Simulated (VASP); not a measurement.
# LiF (Fdd2) in VASP: notebook, part 2 of 2

VASP 6.6.1. The steps go on from the part before.

## 3. Single point, PBE

This run uses another cell than the first one: it holds 8 atoms, not 4.

INCAR

```
  ALGO = Normal
  EDIFF = 1E-6
  ENCUT = 520
  GGA = PE
  ISIF = 2
  ISMEAR = 0
  LASPH = T
  LCHARG = F
  LREAL = F
  LWAVE = F
  NBANDS = 30
  NELM = 80
  PREC = Accurate
  SIGMA = 0.1
```

KPOINTS

```
k-points
0
Gamma
  4 4 4
```

POSCAR

```
LiF
1.0
    1.4178329000      2.7474268000      0.0000000000
    4.2534987000     -2.7474268000      0.0000000000
   -1.4178329000      0.0000000000     -4.8627756000
Li F
4 4
Direct
    0.9081690000      0.9081690000      0.6326760000
    0.4081690000      0.4081690000      0.6326760000
    0.2831690000      0.7831690000      0.1326760000
    0.7831690000      0.2831690000      0.1326760000
    0.5918310000      0.5918310000      0.3673240000
    0.0918310000      0.0918310000      0.3673240000
    0.4668310000      0.9668310000      0.8673240000
    0.9668310000      0.4668310000      0.8673240000
```

Potentials or basis: VASP PAW PBE potentials, release 64 (Li_sv, F).

Started as:

```bash
$ cat potpaw_PBE.64/Li_sv/POTCAR potpaw_PBE.64/F/POTCAR > POTCAR
$ mpirun -np 1 vasp_std > vasp.out
```

OUTCAR:

```text
EDIFF = 1E-6
   ENCUT = 520
   GGA = PE
   ISIF = 2
   ISMEAR = 0
   LASPH = T
   LREAL = F
   NELM = 80
   PREC = Accurate

 ion  position               nearest neighbor table
   1  0.908  0.908  0.633-   5 1.92   6 1.92   7 1.92   7 1.92
   2  0.408  0.408  0.633-   5 1.92   6 1.92   8 1.92   8 1.92
   3  0.283  0.783  0.133-   7 1.92   8 1.92   6 1.92   5 1.92
   4  0.783  0.283  0.133-   8 1.92   7 1.92   5 1.92   6 1.92
   5  0.592  0.592  0.367-   1 1.92   2 1.92   4 1.92   3 1.92
   6  0.092  0.092  0.367-   1 1.92   2 1.92   3 1.92   4 1.92
   7  0.467  0.967  0.867-   3 1.92   4 1.92   1 1.92   1 1.92
[... 1026 lines left out ...]
  Total       -0.1036489     -0.1433689     -0.0971585      0.0015684     -0.0002145      0.0003539
  in kB       -2.1916929     -3.0315871     -2.0544510      0.0331641     -0.0045351      0.0074836
  external PRESSURE =      -2.4259104 kB  Pullay stress =       0.0000000 kB

 VOLUME and BASIS-vectors are now :
 -----------------------------------------------------------------------------
  energy-cutoff  :      520.00
  volume of cell :       75.77
      direct lattice vectors                 reciprocal lattice vectors
     1.417832900  2.747426800  0.000000000     0.176325433  0.272982705 -0.051410968
     4.253498700 -2.747426800  0.000000000     0.176325433 -0.090994235 -0.051410968
    -1.417832900  0.000000000 -4.862775600     0.000000000  0.000000000 -0.205643871

 POSITION                                       TOTAL-FORCE (eV/Angst)
 -----------------------------------------------------------------------------------
      4.25350      0.00000     -3.07656        -0.000234      0.000588     -0.000689
      1.41783      0.00000     -3.07656        -0.000234      0.000588     -0.000689
      3.54458     -1.37371     -0.64517        -0.000350      0.000459     -0.000567
      2.12675      1.37371     -0.64517        -0.000350      0.000459     -0.000567
      2.83567      0.00000     -1.78621         0.000300     -0.000523      0.000535
      0.00000      0.00000     -1.78621         0.000300     -0.000523      0.000535
      3.54458     -1.37371     -4.21760         0.000284     -0.000525      0.000721
      2.12675      1.37371     -4.21760         0.000284     -0.000525      0.000721
 -----------------------------------------------------------------------------------
    total drift:                                0.000237     -0.001332     -0.000356

  FREE ENERGIE OF THE ION-ELECTRON SYSTEM (eV)
  ---------------------------------------------------
  free  energy   TOTEN  =       -38.1528864419 eV

  energy  without entropy=      -38.1528864419  energy(sigma->0) =      -38.15288644
```

stdout:

```text
POSCAR found type information on POSCAR LiF
 POSCAR found :  2 types and       8 ions
 scaLAPACK will be used
 LDA part: xc-table for (Slater+PW92), standard interpolation
 POSCAR, INCAR and KPOINTS ok, starting setup
 FFT: planning ... GRIDC
 FFT: planning ... GRID_SOFT
 FFT: planning ... GRID
 WAVECAR not read
 entering main loop
```

It took 27 s on 1 thread of Intel Xeon 6975P-C (Granite Rapids), shared host; peak memory 0.2 GiB.

Results:

* Free energy: -38.1529 eV
* Band gap on the k mesh: 7.79 eV

Caveat: the k points lie up to 0.52 Å⁻¹ apart; the cutoff is under 1.25 times the usual one of these potentials, so pressure, stress and relaxed cells hold a basis-set (Pulay) error. A k mesh can miss the band edges.

## 4. Single point, PBE

INCAR

```
SYSTEM = LiF
ALGO = Normal ; EDIFF = 1E-7
ENCUT = 520 ; GGA = PE
ISIF = 2 ; ISMEAR = 0
LASPH = .True. ; LCHARG = .False.
LREAL = .False. ; LWAVE = .False.
NBANDS = 18 ; NELM = 80
PREC = Accurate ; SIGMA = 0.02
```

KPOINTS

```
k-points
0
Gamma
  10 10 10
  0 0 0
```

POSCAR

```
LiF
1.0
    0.0000000000      2.7474268000      4.8627756000
    1.4178329000      0.0000000000      4.8627756000
    1.4178329000      2.7474268000      0.0000000000
Li F
2 2
Direct
    0.1836620000      0.1836620000      0.8163380000
    0.4336620000      0.4336620000      0.0663380000
    0.8163380000      0.8163380000      0.1836620000
    0.0663380000      0.0663380000      0.4336620000
```

Started as:

```bash
$ cat potpaw_PBE.64/Li_sv/POTCAR potpaw_PBE.64/F/POTCAR > POTCAR
$ mpirun -np 1 vasp_std > vasp.out
```

It took 79 s on 1 thread of Intel Xeon 6975P-C (Granite Rapids), shared host; peak memory 0.23 GiB.

The run converged. Its results:

| Item | Value |
| --- | --- |
| Free energy | -19.0767 eV |
| Band gap on the k mesh | 7.79 eV |

Levels at points of the mesh, in eV from the valence-band top:
```
           k point  band 6  band 7  band 8  band 9  band 10  band 11  band 12  band 13  band 14  band 15
(0.00, 0.00, 0.00)   -0.65   -0.25   -0.21   -0.05     0.00     7.79    10.41    14.67    18.76    19.78
(0.50, 0.00, 0.00)   -2.11   -1.41   -0.78   -0.63    -0.25    10.80    13.15    13.95    14.79    15.52
(0.50, 0.50, 0.00)   -1.25   -0.47   -0.47   -0.01    -0.01     9.18     9.18    16.82    16.82    19.46
(0.50, 0.00, 0.50)   -2.00   -1.10   -1.10   -0.24    -0.24    11.12    11.12    14.91    14.91    17.15
(0.00, 0.50, 0.50)   -2.31   -0.66   -0.66   -0.29    -0.29    10.99    10.99    15.24    15.24    16.89
```

Caveat: the cutoff is under 1.25 times the usual one of these potentials, so pressure, stress and relaxed cells hold a basis-set (Pulay) error.

## 5. Relaxation of cell and atoms, PBE

INCAR

```
SYSTEM = LiF
PREC = Accurate
ENCUT = 600
EDIFF = 1E-6
ISMEAR = 0
SIGMA = 0.02
LREAL = .False.
LASPH = .True.
NELM = 60
ALGO = Normal
ISIF = 3
LWAVE = .False.
LCHARG = .False.
GGA = PE
IBRION = 2
NSW = 100
EDIFFG = -0.01
```

KPOINTS

```
Automatic mesh
0
Gamma
  10 10 10
  0 0 0
```

POSCAR is that of step 4.

Started as:

```bash
$ cat potpaw_PBE.64/Li_sv/POTCAR potpaw_PBE.64/F/POTCAR > POTCAR
$ mpirun -np 1 vasp_std > vasp.out
```

It took 2.1 min on 1 thread of Intel Xeon 6975P-C (Granite Rapids), shared host; peak memory 0.27 GiB.

It converged, with:

```yaml
Free_energy: -19.0815 eV
Relaxed_volume: 9.39 Å³/atom
Relaxed_cell: a = 5.570 Å, b = 5.052 Å, c = 3.082 Å, α = 82.62°, β = 64.09°, γ = 33.29°
Space_group_after_relaxing_to_0.1_Å: Fdd2 (No. 43)
Energy_gained_by_relaxing: 0.1 meV/atom
Ionic_steps: 3
Pressure_after_relaxing: 0.0 GPa
Band_gap_on_the_k_mesh: 7.84 eV
```

Stress tensor (GPa, compression positive):
```
 0.01  0.00  0.00
 0.00 -0.16  0.00
 0.00  0.00  0.07
```

The path:
```tsv
step	energy change (eV)	largest force (eV/Å)	pressure (GPa)	volume (Å³)
1	0.0000	0.0007	-0.54	37.88
2	-0.0004	0.0012	-0.24	37.71
3	-0.0005	0.0017	-0.03	37.57
```

Final structure:
```cif
data_structure
_symmetry_space_group_name_H-M 'P 1'
_symmetry_Int_Tables_number 1
_cell_length_a 5.5701
_cell_length_b 5.0521
_cell_length_c 3.0825
_cell_angle_alpha 82.623
_cell_angle_beta 64.092
_cell_angle_gamma 33.286
_cell_volume 37.57
loop_
_atom_site_label
_atom_site_type_symbol
_atom_site_fract_x
_atom_site_fract_y
_atom_site_fract_z
_atom_site_occupancy
Li1 Li 0.18366 0.18366 0.81634 1
Li2 Li 0.43366 0.43366 0.06634 1
F1 F 0.81634 0.81634 0.18366 1
F2 F 0.06634 0.06634 0.43366 1
```

Levels at points of the mesh, in eV from the valence-band top:
| k point | band 8 | band 9 | band 10 | band 11 | band 12 | band 13 |
| --- | --- | --- | --- | --- | --- | --- |
| (0.00, 0.00, 0.00) | -0.21 | -0.05 | 0.00 | 7.84 | 10.45 | 14.75 |
| (0.50, 0.00, 0.00) | -0.79 | -0.64 | -0.25 | 10.85 | 13.21 | 14.00 |
| (0.50, 0.50, 0.00) | -0.47 | -0.01 | -0.01 | 9.23 | 9.23 | 16.88 |
| (0.50, 0.00, 0.50) | -1.11 | -0.24 | -0.24 | 11.17 | 11.17 | 14.97 |
| (0.00, 0.50, 0.50) | -0.66 | -0.29 | -0.29 | 11.04 | 11.04 | 15.32 |

Caveat: the cutoff is under 1.25 times the usual one of these potentials, so pressure, stress and relaxed cells hold a basis-set (Pulay) error. A k mesh can miss the band edges.

## 6. Overview

```csv
task,cell,k mesh,cutoff (eV),smearing,gap on the mesh (eV)
single point,"a = 5.585, b = 5.065, c = 3.092 Å, angles 82.6, 64.1, 33.3°, 4 atoms, atomic positions A",8 × 8 × 8,520,gaussian 0.1 eV,7.79
single point,"a = 3.092, b = 5.064, c = 5.065 Å, angles 103.6, 97.4, 95.6°, 8 atoms, atomic positions B",4 × 4 × 4,520,gaussian 0.1 eV,7.79
single point,"a = 5.585, b = 5.065, c = 3.092 Å, angles 82.6, 64.1, 33.3°, 4 atoms, atomic positions A",10 × 10 × 10,520,gaussian 0.02 eV,7.79
relaxation of cell and atoms,"relaxed from a = 5.585, b = 5.065, c = 3.092 Å, angles 82.6, 64.1, 33.3°, 4 atoms, atomic positions A",10 × 10 × 10,600,gaussian 0.02 eV,7.84
```

Alike in all rows: level PBE; potentials or basis VASP PAW PBE potentials, release 64 (Li_sv, F); no spin polarisation.

Caveats: some runs use coarse meshes; the cutoff is under 1.25 times the usual one of these potentials, so pressure, stress and relaxed cells hold a basis-set (Pulay) error.

Absolute energies hang on the potentials; compare differences alone.
